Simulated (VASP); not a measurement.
# Si5PdW2 in VASP: further runs, part 3 of 3

VASP 6.6.1.

**5. Relaxation of cell and atoms, PBE**

This run uses another cell than the first one, of 14.92 Å³/atom.

INCAR reads:

```
SYSTEM = Si5PdW2
PREC = Accurate ; ENCUT = 600
EDIFF = 1E-6 ; ISMEAR = 0
SIGMA = 0.2 ; LREAL = .FALSE.
LASPH = .TRUE. ; NELM = 80
ALGO = Normal ; ISIF = 3
LWAVE = .FALSE. ; LCHARG = .FALSE.
GGA = PE ; IBRION = 2
NSW = 36 ; EDIFFG = -0.08
```

KPOINTS reads:

```
regular mesh
0
G
  5 5 2
  0 0 0
```

POSCAR reads:

```
Si5PdW2
1.0
    3.2500000000      0.0000000000      0.0000000000
    0.0000000000      3.2500000000      0.0000000000
    0.0000000000      0.0000000000     11.3000000000
Si Pd W
5 1 2
Direct
    0.5000000000      0.5000000000      0.8750000000
    0.0000000000      0.0000000000      0.7500000000
    0.5000000000      0.5000000000      0.1250000000
    0.0000000000      0.0000000000      0.2500000000
    0.0000000000      0.0000000000      0.5000000000
    0.0000000000      0.0000000000      0.0000000000
    0.5000000000      0.5000000000      0.6250000000
    0.5000000000      0.5000000000      0.3750000000
```

Potentials or basis: VASP PAW PBE potentials, release 64 (Si, Pd, W_sv).

Command:

```console
> cat potpaw_PBE.64/Si/POTCAR potpaw_PBE.64/Pd/POTCAR potpaw_PBE.64/W_sv/POTCAR > POTCAR
> mpirun -np 1 vasp_std > vasp.out
```

OUTCAR:

```text
SYSTEM = Si5PdW2
   PREC = Accurate
   ENCUT = 600
   EDIFF = 1E-6
   ISMEAR = 0
   LREAL = .FALSE.
   LASPH = .TRUE.
   NELM = 80
   ISIF = 3
   GGA = PE
   IBRION = 2
   NSW = 36
   EDIFFG = -0.08

 ion  position               nearest neighbor table
   1  0.500  0.500  0.875-   2 2.70   6 2.70   2 2.70   6 2.70   2 2.70   6 2.70   2 2.70   6 2.70
                             3 2.83   7 2.83
   2  0.000  0.000  0.750-   1 2.70   7 2.70   1 2.70   7 2.70   1 2.70   7 2.70   1 2.70   7 2.70
                             6 2.83   5 2.83
   3  0.500  0.500  0.125-   4 2.70   6 2.70   4 2.70   6 2.70   4 2.70   6 2.70   4 2.70   6 2.70
                             1 2.83   8 2.83
   4  0.000  0.000  0.250-   3 2.70   8 2.70   3 2.70   8 2.70   3 2.70   8 2.70   3 2.70   8 2.70
                             6 2.83   5 2.83
   5  0.000  0.000  0.500-   7 2.70   8 2.70   7 2.70   8 2.70   7 2.70   8 2.70   7 2.70   8 2.70
                             2 2.83   4 2.83
   6  0.000  0.000  0.000-   1 2.70   3 2.70   1 2.70   3 2.70   1 2.70   3 2.70   1 2.70   3 2.70
                             2 2.83   4 2.83
   7  0.500  0.500  0.625-   2 2.70   5 2.70   2 2.70   5 2.70   2 2.70   5 2.70   2 2.70   5 2.70
                             1 2.83   8 2.83
   8  0.500  0.500  0.375-   4 2.70   5 2.70   4 2.70   5 2.70   4 2.70   5 2.70   4 2.70   5 2.70
                             3 2.83   7 2.83

  LATTYP: Found a simple tetragonal cell.
 ALAT       =     3.2500000000
 C/A-ratio  =     3.4769230769

  Lattice vectors:

 A1 = (   3.2500000000,   0.0000000000,   0.0000000000)
 A2 = (   0.0000000000,   3.2500000000,   0.0000000000)
 A3 = (   0.0000000000,   0.0000000000,  11.3000000000)

Analysis of symmetry for initial positions (statically):
=====================================================================
 Subroutine PRICEL returns:
 Original cell was already a primitive cell.

 Routine SETGRP: Setting up the symmetry group for a
 simple tetragonal supercell.

 Subroutine GETGRP returns: Found 16 space group operations
 (whereof 16 operations were pure point group operations)
 out of a pool of 16 trial point group operations.

The static configuration has the point symmetry D_4h.

Analysis of symmetry for dynamics (positions and initial velocities):
=====================================================================
 Subroutine PRICEL returns:
[... 137 lines left out ...]
   LEPSILON=     F    determine dielectric tensor
   LRPA    =     F    only Hartree local field effects (RPA)
 conjugate gradient relaxation of ions
 non-spin polarized calculation
 Gauss-broadening in eV      SIGMA  =   0.20
  energy-cutoff  :      600.00
  volume of cell :      119.36
 maximum number of plane-waves:      4021
 NGX is ok and might be reduce to    28
   NGX = 13   NGY = 13   NGZ = 45

--------------------------------------- Ionic step        1  -------------------------------------------

 number of electron      58.0000008 magnetization

 Free energy of the ion-electron system (eV)
  ---------------------------------------------------
  ext. energy  EPLUGINS =         0.00000000
  ---------------------------------------------------
  free energy    TOTEN  =       -58.34398306 eV

  energy without entropy =      -58.28234818  energy(sigma->0) =      -58.31316562

------------------------ aborting loop because EDIFF is reached ----------------------------------------

  FORCE on cell =-STRESS in cart. coord.  units (eV):
  Direction    XX          YY          ZZ          XY          YZ          ZX
  --------------------------------------------------------------------------------------
  -------------------------------------------------------------------------------------
  Total       -3.8012711     -3.8012711    -10.7347570      0.0000000      0.0000000      0.0000000
  in kB      -51.0263214    -51.0263214   -144.0978941      0.0000000      0.0000000      0.0000000
  external PRESSURE =     -82.0501790 kB  Pullay stress =       0.0000000 kB
[... 107 lines left out ...]
  FREE ENERGIE OF THE ION-ELECTRON SYSTEM (eV)
  ---------------------------------------------------
  free  energy   TOTEN  =       -58.8138011382 eV

  energy  without entropy=      -58.7417318966  energy(sigma->0) =      -58.77776652

[... ionic steps 4 to 9 ...]

--------------------------------------- Ionic step       10  -------------------------------------------

 number of electron      58.0000005 magnetization

------------------------ aborting loop because EDIFF is reached ----------------------------------------
[... 79 lines left out ...]
--------------------------------------- Ionic step       12  -------------------------------------------

 number of electron      58.0000005 magnetization

 Free energy of the ion-electron system (eV)
  ---------------------------------------------------
  ext. energy  EPLUGINS =         0.00000000
  ---------------------------------------------------
  free energy    TOTEN  =       -59.11126819 eV

  energy without entropy =      -59.04430676  energy(sigma->0) =      -59.07778748

 E-fermi :  11.4272     XC(G=0): -12.3409

 val. band max:       11.4212885848   @ k =   0.4000   0.0000   0.5000
 cond. band min:      11.4404176456   @ k =   0.2000   0.0000   0.5000
 fundamental gap:      0.0191290607
 Fermi energy:        11.4271651078

 k-point     1 :       0.0000    0.0000    0.0000
  band No.  band energies     occupation
      1     -62.4345      2.00000
      2     -62.4265      2.00000
      3     -26.7771      2.00000
      4     -26.6499      2.00000
      5     -26.6499      2.00000
      6     -26.6330      2.00000
[... 468 lines left out ...]
  FREE ENERGIE OF THE ION-ELECTRON SYSTEM (eV)
  ---------------------------------------------------
  free  energy   TOTEN  =       -59.1112681897 eV

  energy  without entropy=      -59.0443067649  energy(sigma->0) =      -59.07778748

 reached required accuracy - stopping structural energy minimisation
```

CONTCAR:

```text
Si5PdW2
   1.00000000000000
     3.2491873530905488    0.0000000000000000    0.0000000000000000
     0.0000000000000000    3.2491873530905488    0.0000000000000000
    -0.0000000000000000    0.0000000000000000   10.6553504495155718
  Si              Pd              W
     5     1     2
Direct
     0.5000000000000000    0.5000000000000000    0.8794731221436641
     0.0000000000000000    0.0000000000000000    0.7488673090885271
     0.5000000000000000    0.5000000000000000    0.1205268778563360
     0.0000000000000000    0.0000000000000000    0.2511326909114731
     1.0000000000000000    0.0000000000000000    0.5000000000000000
     1.0000000000000000    0.0000000000000000    0.0000000000000000
     0.5000000000000000    0.5000000000000000    0.6421472395370796
     0.5000000000000000    0.5000000000000000    0.3578527604629204

  0.00000000E+00  0.00000000E+00  0.00000000E+00
  0.00000000E+00  0.00000000E+00  0.00000000E+00
  0.00000000E+00  0.00000000E+00  0.00000000E+00
  0.00000000E+00  0.00000000E+00  0.00000000E+00
  0.00000000E+00  0.00000000E+00  0.00000000E+00
  0.00000000E+00  0.00000000E+00  0.00000000E+00
  0.00000000E+00  0.00000000E+00  0.00000000E+00
  0.00000000E+00  0.00000000E+00  0.00000000E+00
```

Run time: 12 min. Hardware: 1 thread of Intel Xeon 8259CL, shared host; peak memory 0.31 GiB.

What came out:

```
Free energy                           : -59.1113 eV
Relaxed volume                        : 14.06 Å³/atom
Relaxed cell                          : a = 3.249 Å, b = 3.249 Å, c = 10.655 Å, α = 90.00°, β = 90.00°, γ = 90.00°
Space group after relaxing (to 0.1 Å) : P4/mmm (No. 123)
Energy gained by relaxing             : 95.9 meV/atom
Ionic steps                           : 12
Pressure after relaxing               : 0.4 GPa
Largest force after relaxing          : 0.042 eV/Å
Band gap on the k mesh                : zero (bands 29 and 30 overlap by 1.19 eV)
```

Forces on the atoms (eV/Å):
```
Si   0.000  0.000 -0.040
Si   0.000  0.000  0.042
Si   0.000  0.000  0.040
Si   0.000  0.000 -0.042
Si   0.000  0.000  0.000
Pd   0.000  0.000  0.000
W    0.000  0.000 -0.013
W    0.000  0.000  0.013
```

Step by step:
```
step  energy change (eV)  largest force (eV/Å)  pressure (GPa)  volume (Å³)
   1              0.0000                1.6673           -8.21       119.36
   2             -0.3782                1.5487           12.66       106.57
   3             -0.4698                1.8287            5.05       110.15
   4             -0.6821                0.6283            3.32       111.31
   5             -0.7067                0.3914            3.39       111.04
   6             -0.7168                0.2836           -4.02       115.31
   7             -0.7418                0.2824           -0.77       113.32
   8             -0.7545                0.1684           -0.20       112.96
   9             -0.7580                0.1407            0.31       112.67
  10             -0.7650                0.1176           -0.12       112.88
  11             -0.7663                0.1015           -0.40       113.03
  12             -0.7673                0.0423            0.41       112.49
```

Final structure:
```
Si Pd W
1.0
     3.24919    0.00000    0.00000
     0.00000    3.24919    0.00000
     0.00000    0.00000   10.65535
Si Pd W
5 1 2
Direct
  0.50000 0.50000 0.87947
  0.00000 0.00000 0.74887
  0.50000 0.50000 0.12053
  0.00000 0.00000 0.25113
  0.00000 0.00000 0.50000
  0.00000 0.00000 0.00000
  0.50000 0.50000 0.64215
  0.50000 0.50000 0.35785
```

Caveat: the k points lie up to 0.39 Å⁻¹ apart in the final cell, too coarse for converged energies and pressures of a metal; spin-orbit coupling is left out, which moves the levels of the heavy elements; the relaxation stopped at a loose force limit of 0.08 eV/Å, so its end isn't a converged minimum.

**6. Single point, PBE**

INCAR reads:

```
PREC = Accurate
ENCUT = 520
EDIFF = 1E-6
ISMEAR = 0
SIGMA = 0.1
LREAL = F
LASPH = T
NELM = 60
ALGO = Normal
ISIF = 2
LWAVE = F
LCHARG = F
GGA = PE
NBANDS = 39
```

KPOINTS reads:

```
regular mesh
0
Gamma
  10 10 4
```

POSCAR reads:

```
Si5PdW2
1.0
    3.2458348939      0.0000000000      0.0000000000
    0.0000000000      3.2458348939      0.0000000000
    0.0000000000      0.0000000000     10.6918958545
Si Pd W
5 1 2
Direct
    0.5000000000      0.5000000000      0.8775843541
    0.0000000000      0.0000000000      0.7495090021
    0.5000000000      0.5000000000      0.1224156459
    0.0000000000      0.0000000000      0.2504909979
    0.0000000000      0.0000000000      0.5000000000
    0.0000000000      0.0000000000      0.0000000000
    0.5000000000      0.5000000000      0.6417998570
    0.5000000000      0.5000000000      0.3582001430
```

Potentials or basis: VASP PAW PBE potentials, release 64 (Si, Pd, W_sv).

Command:

```console
> cat potpaw_PBE.64/Si/POTCAR potpaw_PBE.64/Pd/POTCAR potpaw_PBE.64/W_sv/POTCAR > POTCAR
> mpirun -np 1 vasp_std > vasp.out
```

Wall time 4.8 min (1 thread of Intel Xeon 8259CL, shared host); peak memory 0.38 GiB.

It converged, with:

```
Free energy            : -59.1649 eV
Pressure               : 0.0 GPa
Largest force          : 0.012 eV/Å
Band gap on the k mesh : zero (bands 29 and 30 overlap by 1.18 eV)
```

Forces in eV/Å, atoms in the order of the input:
```
Si   0.000  0.000  0.010
Si   0.000  0.000  0.012
Si   0.000  0.000 -0.010
Si   0.000  0.000 -0.012
Si   0.000  0.000  0.000
Pd   0.000  0.000  0.000
W    0.000  0.000 -0.003
W    0.000  0.000  0.003
```

Levels at points of the mesh, in eV from the Fermi level:
```
           k point  band 26  band 27  band 28  band 29  band 30  band 31  band 32  band 33
(0.00, 0.00, 0.00)    -1.15    -0.13    -0.13     0.65     0.72     0.99     2.10     2.41
(0.50, 0.00, 0.00)    -2.06    -1.80    -0.76     0.10     1.53     2.00     2.65     2.80
(0.50, 0.50, 0.00)    -2.26    -2.26    -0.96    -0.33     0.90     0.90     1.01     1.06
(0.00, 0.00, 0.50)    -1.78     0.60     0.60     0.72     0.94     0.99     1.51     1.51
(0.50, 0.00, 0.50)    -2.21    -2.10    -0.81     0.20     1.27     2.67     2.71     2.81
(0.50, 0.50, 0.50)    -2.41    -1.85    -1.59    -0.40     0.24     1.02     1.02     1.76
```

Caveat: spin-orbit coupling is left out, which moves the levels of the heavy elements.

**7. Overview**

```csv
task,cell,k mesh,cutoff (eV),smearing,gap on the mesh (eV),pressure (GPa),largest force (eV/Å)
single point,"a = 3.245, b = 3.245, c = 10.680 Å, 8 atoms, atomic positions A",5 × 5 × 2,520,gaussian 0.2 eV,none,0.3,0.06
single point,"a = 3.246, b = 3.246, c = 10.692 Å, 8 atoms, atomic positions B",6 × 6 × 2,520,gaussian 0.2 eV,none,0.2,0.13
single point,"a = 3.250, b = 3.250, c = 10.671 Å, angles 89.9, 89.9, 90.0°, 8 atoms, atomic positions C",6 × 6 × 2,520,gaussian 0.2 eV,none,0.1,0.02
relaxation of cell and atoms,"relaxed from a = 3.250, b = 3.250, c = 11.300 Å, 8 atoms, atomic positions D",5 × 5 × 2,600,gaussian 0.2 eV,none,0.4,0.04
single point,"a = 3.246, b = 3.246, c = 10.692 Å, 8 atoms, atomic positions B",10 × 10 × 4,520,gaussian 0.1 eV,none,0.0,0.01
```

Alike in all rows: level PBE; potentials or basis VASP PAW PBE potentials, release 64 (Si, Pd, W_sv); no spin polarisation.

Caveats: some runs use coarse meshes; spin-orbit coupling is left out, which moves the levels of the heavy elements; the relaxation stopped at a loose force limit of 0.08 eV/Å, so its end isn't a converged minimum (at least some runs).

Total energies depend on the potentials used, so only differences within one code and one set of settings carry meaning.

The gap in the log of VASP goes by the Fermi energy; the results here count the filled bands.